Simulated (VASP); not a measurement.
# Sc3Al5N8 (Cm) in VASP: single point with PBE

Aim: the single point of Sc3Al5N8 with PBE.

Everything below comes from runs of VASP 6.6.1. Logs are shortened: lines on timing, memory, paths and dates and some standing lists are left out, and cuts for length are marked.

## Step 1: The cell of the first run

Symmetry: Cm, No. 8, monoclinic system. The conventional cell has a = 11.424 Å, b = 6.597 Å, c = 10.139 Å, α = 90.00°, β = 90.09°, γ = 90.00°. Within 2.5 Å of Al (site symmetry 1) lie 4 N at 1.92 to 1.99 Å. Al (site symmetry m) has 4 N at 1.88 to 1.99 Å within 2.5 Å. Within 2.5 Å of Al (site symmetry m) lie 4 N at 1.92 to 1.98 Å. Within 2.5 Å of Al (site symmetry 1) lie 4 N at 1.90 to 2.00 Å. Within 2.5 Å of Al (site symmetry m) lie 4 N at 1.89 to 1.99 Å. Al (site symmetry 1) has 4 N at 1.91 to 1.98 Å within 2.5 Å. Al (site symmetry m) has 4 N at 1.92 to 1.99 Å within 2.5 Å. Sc (site symmetry m) has 4 N at 2.06 to 2.15 Å within 2.7 Å.

## Step 2: Single point, PBE

INCAR

```
  PREC = Accurate
  ENCUT = 520
  EDIFF = 1E-6
  ISMEAR = 0
  SIGMA = 0.01
  LREAL = Auto
  LASPH = True
  NELM = 80
  ALGO = Normal
  ISIF = 2
  LWAVE = False
  LCHARG = False
  GGA = PE
  NBANDS = 110
```

KPOINTS

```
Automatic mesh
0
Gamma
  4 4 3
```

POSCAR

```
Sc3Al5N8
1.0
    6.5958102399     -0.0004187896     -0.0045022391
   -3.2982678024      5.7127674106      0.0000000000
   -0.0068878855     -0.0039767225     10.1389690219
Al Sc N
10 6 16
Direct
    0.3378365747      0.1681927400      0.7506345658
    0.1702777683      0.8351388842     -0.0124940280
    0.1677004582      0.8338502291      0.5095478054
    0.3378365747      0.6696438346      0.7506345658
    0.6686064942      0.3297377845     -0.0041175813
    0.8290991540      0.1645495770      0.2502489515
    0.6623781498      0.3330902506      0.5029000004
    0.6686064942      0.8388687096     -0.0041175813
    0.6623781498      0.8292878992      0.5029000004
    0.8267579586      0.6633789793      0.7488172543
    0.1653246032      0.3326623016     -0.0099435755
    0.3374407216      0.1615728454      0.2445429190
    0.1684624279      0.3342312139      0.4983741025
    0.3374407216      0.6758678763      0.2445429190
    0.8233960500      0.1616980250      0.7416406334
    0.8375120167      0.6687560084      0.2429509786
    0.1495087935      0.3247543968      0.2018341694
    0.3399763128      0.1533926858      0.4516915262
    0.1825095403      0.3412547701      0.7084121033
    0.3469091043      0.1597631389      0.9400318018
    0.1664661877      0.8332330938      0.1731328309
    0.3399763128      0.6865836270      0.4516915262
    0.1646089390      0.8323044695      0.6996535292
    0.3469091043      0.6871459654      0.9400318018
    0.6799380987      0.3253435359      0.1837293486
    0.8105832250      0.1552916125      0.4467065980
    0.6549848459      0.3442915919      0.6905548297
    0.8151553151      0.1575776575      0.9428835279
    0.6799380987      0.8545945627      0.1837293486
    0.8353034803      0.6676517402      0.4532391673
    0.6549848459      0.8106932540      0.6905548297
    0.8311934783      0.6655967391      0.9410611315
```

Potentials or basis: VASP PAW PBE potentials, release 64 (Al, Sc_sv, N).

On the command line:

```
$ cat potpaw_PBE.64/Al/POTCAR potpaw_PBE.64/Sc_sv/POTCAR potpaw_PBE.64/N/POTCAR > POTCAR
$ mpirun -np 1 vasp_std > vasp.out
```

OUTCAR:

```text
PREC = Accurate
   ENCUT = 520
   EDIFF = 1E-6
   ISMEAR = 0
   LREAL = Auto
   LASPH = True
   NELM = 80
   ISIF = 2
   GGA = PE

 ion  position               nearest neighbor table
   1  0.338  0.168  0.751-  27 1.92  20 1.92  19 1.92  23 1.99   2 3.07  11 3.10   3 3.10   5 3.12
                             7 3.12  13 3.19  15 3.23  10 3.25   4 3.29   4 3.31  10 3.35  15 3.37
   2  0.170  0.835  0.988-  21 1.88  20 1.92  24 1.92  32 1.99   1 3.07   4 3.07  10 3.11  12 3.20
                            14 3.20  16 3.21   5 3.28   8 3.28  11 3.30  11 3.30   8 3.32   5 3.32
   3  0.168  0.834  0.510-  18 1.92  22 1.92  23 1.93  30 1.98   1 3.10   4 3.10  10 3.11  14 3.28
                            12 3.28   7 3.28   9 3.28  16 3.29  13 3.30  13 3.30   7 3.32   9 3.32
   4  0.338  0.670  0.751-  31 1.92  24 1.92  19 1.92  23 1.99   2 3.07  11 3.10   3 3.10   8 3.12
                             9 3.12  13 3.19  15 3.23  10 3.25   1 3.29   1 3.31  10 3.35  15 3.37
   5  0.669  0.330  0.996-  28 1.90  25 1.91  20 1.92  32 2.00   1 3.12  10 3.15  12 3.15  16 3.17
                            15 3.17   6 3.18   8 3.24  11 3.27   2 3.28   2 3.32  11 3.33   8 3.36
   6  0.829  0.165  0.250-  25 1.89  29 1.89  17 1.90  26 1.99  13 3.17   5 3.18   8 3.18   9 3.20
                             7 3.20  14 3.23  12 3.23  11 3.27  16 3.30  16 3.30  12 3.36  14 3.36
   7  0.662  0.333  0.503-  27 1.91  18 1.92  26 1.95  30 1.98  15 3.08   1 3.12  10 3.13   6 3.20
                            12 3.21  16 3.26  13 3.26   9 3.27   3 3.28   3 3.32   9 3.32  13 3.33
   8  0.669  0.839  0.996-  28 1.90  29 1.91  24 1.92  32 2.00   4 3.12  10 3.15  14 3.15  16 3.17
                            15 3.17   6 3.18   5 3.24  11 3.27   2 3.28   2 3.32  11 3.33   5 3.36
   9  0.662  0.829  0.503-  31 1.91  22 1.92  26 1.95  30 1.98  15 3.08   4 3.12  10 3.13   6 3.20
[... 17 lines left out ...]
  19  0.183  0.341  0.708-   4 1.92   1 1.92  15 2.08  13 2.13
  20  0.347  0.160  0.940-   2 1.92   1 1.92   5 1.92  11 2.09
  21  0.166  0.833  0.173-   2 1.88  16 2.01  14 2.01  12 2.01
  22  0.340  0.687  0.452-   9 1.92   3 1.92  13 2.07  14 2.10
[... 8 lines left out ...]
  31  0.655  0.811  0.691-   9 1.91   4 1.92  10 1.92  15 2.07
  32  0.831  0.666  0.941-  10 1.95   2 1.99   5 2.00   8 2.00

  LATTYP: Found a base centered monoclinic cell.
 ALAT       =    11.4238632117
 B/A-ratio  =     0.5774347506
 C/A-ratio  =     0.8875256954
 COS(beta)  =    -0.0015726590

  Lattice vectors:

 A1 = (   6.5958102399,  -0.0004187896,  -0.0045022391)
 A2 = (   3.2975424375,   5.7123486210,  -0.0045022391)
 A3 = (  -0.0068878855,  -0.0039767225,  10.1389690219)

Analysis of symmetry for initial positions (statically):
=====================================================================
 Subroutine PRICEL returns:
 Original cell was already a primitive cell.

 Routine SETGRP: Setting up the symmetry group for a
 base centered monoclinic supercell.

 Subroutine GETGRP returns: Found  2 space group operations
 (whereof  1 operations were pure point group operations)
[... 184 lines left out ...]
   EFERMI =   0.00;   METHOD = LEGACY
   ISMEAR =     0;   SIGMA  =   0.01  broadening in eV -4-tet -1-fermi 0-gaus
   EFERMI_NEDOS =   21; number of points for ismear=-14 and -15
   IALGO  =     38    algorithm
   IMIX   =      4    mixing-type and parameters
     AMIX     =   0.40;   BMIX     =  1.00
     AMIX_MAG =   1.60;   BMIX_MAG =  1.00
  volume/ion in A,a.u.               =      11.94        80.56
  Fermi-wavevector in a.u.,A,eV,Ry     =   1.264392  2.389354 21.751447  1.598686
  Thomas-Fermi vector in A             =   2.397699
   LORBIT       =      0    0 simple, 1 ext, 2 COOP (PROOUT), +10 PAW based schemes
   GGA     = PE    functional components
   LHFCALC =     F    Hartree Fock is set to
   AEXX    =    0.0000 exact exchange contribution
   IVDW    =     0    specifies the selected vdW correction
   LEPSILON=     F    determine dielectric tensor
   LRPA    =     F    only Hartree local field effects (RPA)
 non-spin polarized calculation
 Gauss-broadening in eV      SIGMA  =   0.01
  energy-cutoff  :      520.00
  volume of cell :      382.03
 maximum number of plane-waves:     10347
 NGX is ok and might be reduce to    50
   NGX = 25   NGY = 25   NGZ = 37

 number of electron     175.9999991 magnetization

 Free energy of the ion-electron system (eV)
  ---------------------------------------------------
  ext. energy  EPLUGINS =         0.00000000
  ---------------------------------------------------
  free energy    TOTEN  =      -253.77104430 eV

  energy without entropy =     -253.77104430  energy(sigma->0) =     -253.77104430

 E-fermi :   4.5851     XC(G=0): -10.7170

 val. band max:        4.4979472379   @ k =   0.2500   0.5000   0.0000
 cond. band min:       7.9131923881   @ k =   0.0000   0.0000   0.0000
 fundamental gap:      3.4152451502
 Fermi energy:         4.5851454481

 k-point     1 :       0.0000    0.0000    0.0000
  band No.  band energies     occupation
      1     -42.4961      2.00000
      2     -42.4762      2.00000
      3     -42.2321      2.00000
      4     -42.2060      2.00000
      5     -42.1564      2.00000
      6     -42.1385      2.00000
[... 1740 lines left out ...]
     99       9.5058      0.00000
    100       9.6503      0.00000
 [bands above 100 left out]

------------------------ aborting loop because EDIFF is reached ----------------------------------------

  FORCE on cell =-STRESS in cart. coord.  units (eV):
  Direction    XX          YY          ZZ          XY          YZ          ZX
  --------------------------------------------------------------------------------------
  -------------------------------------------------------------------------------------
  Total        2.0602664      2.0717050      2.8723500     -0.0099061      0.0006844      0.0011839
  in kB        8.6405553      8.6885276     12.0463546     -0.0415453      0.0028702      0.0049651
  external PRESSURE =       9.7918125 kB  Pullay stress =       0.0000000 kB

 VOLUME and BASIS-vectors are now :
 -----------------------------------------------------------------------------
  energy-cutoff  :      520.00
  volume of cell :      382.03
      direct lattice vectors                 reciprocal lattice vectors
     6.595810240 -0.000418790 -0.004502239     0.151617048  0.087536143  0.000137334
    -3.298267802  5.712767411  0.000000000     0.000011162  0.175052955  0.000068667
    -0.006887885 -0.003976722 10.138969022     0.000067326  0.000038871  0.098629418

 POSITION                                       TOTAL-FORCE (eV/Angst)
 -----------------------------------------------------------------------------------
      1.66839      0.95772      7.60914        -0.002559      0.000529      0.003999
     -1.63819      4.76696     10.01153        -0.001276     -0.000737      0.002634
     -1.64765      4.76150      5.16553        -0.000048     -0.000027     -0.005494
      0.01447      3.82239      7.60914        -0.000822     -0.002481      0.003999
      3.31558      1.87947     10.09421        -0.002939     -0.000780     -0.000334
      4.92413      0.93869      2.53353         0.000507      0.000292      0.000438
[... 24 lines left out ...]
      1.64152      4.62828      6.99857         0.002473     -0.060594     -0.014103
      3.28060      3.79831      9.53765         0.001536      0.000887     -0.004034
 -----------------------------------------------------------------------------------
    total drift:                               -0.007336     -0.004226      0.000753

  FREE ENERGIE OF THE ION-ELECTRON SYSTEM (eV)
  ---------------------------------------------------
  free  energy   TOTEN  =      -253.7710443026 eV

  energy  without entropy=     -253.7710443026  energy(sigma->0) =     -253.77104430
```

It took 27 min on 1 thread of Oxide Virtual Turin-like, shared host; peak memory 0.71 GiB.

What came out:

```
Free energy            : -253.7710 eV
Pressure               : 1.0 GPa
Largest force          : 0.081 eV/Å
Band gap on the k mesh : 3.42 eV (least direct gap 3.45 eV)
```

Forces on the atoms (eV/Å):
```
Al  -0.003  0.001  0.004
Al  -0.001 -0.001  0.003
Al   0.000  0.000 -0.005
Al  -0.001 -0.002  0.004
Al  -0.003 -0.001  0.000
Al   0.001  0.000  0.000
Al   0.003 -0.003  0.003
Al  -0.002 -0.002  0.000
Al  -0.001  0.004  0.003
Al   0.000  0.000 -0.002
Sc   0.009  0.005  0.003
Sc   0.001  0.016  0.011
Sc  -0.008 -0.005 -0.004
Sc   0.014 -0.007  0.011
Sc   0.001  0.000 -0.022
Sc  -0.014 -0.008  0.020
N   -0.064 -0.037  0.015
N    0.054 -0.034  0.041
N    0.054  0.031  0.033
N    0.051 -0.030 -0.020
N   -0.004 -0.002 -0.081
N   -0.002  0.064  0.041
N   -0.001  0.000 -0.001
N    0.000  0.059 -0.020
N    0.061 -0.032 -0.041
N   -0.047 -0.027 -0.022
N   -0.051  0.032 -0.014
N   -0.056 -0.032  0.046
N    0.003  0.069 -0.041
N    0.001  0.001  0.052
N    0.002 -0.061 -0.014
N    0.002  0.001 -0.004
```

Levels at points of the mesh, in eV from the valence-band top:
```tsv
k point	band 85	band 86	band 87	band 88	band 89	band 90	band 91	band 92
(0.00, 0.00, 0.00)	-0.18	-0.15	-0.05	-0.04	3.42	3.73	3.89	3.96
(0.50, 0.00, 0.00)	-0.20	-0.17	-0.09	-0.05	3.80	3.95	4.06	4.23
(0.00, 0.50, 0.00)	-0.21	-0.13	-0.06	-0.02	3.74	3.95	4.10	4.22
```

Caveat: an odd mesh through Γ misses points on the zone boundary, where band edges can lie.
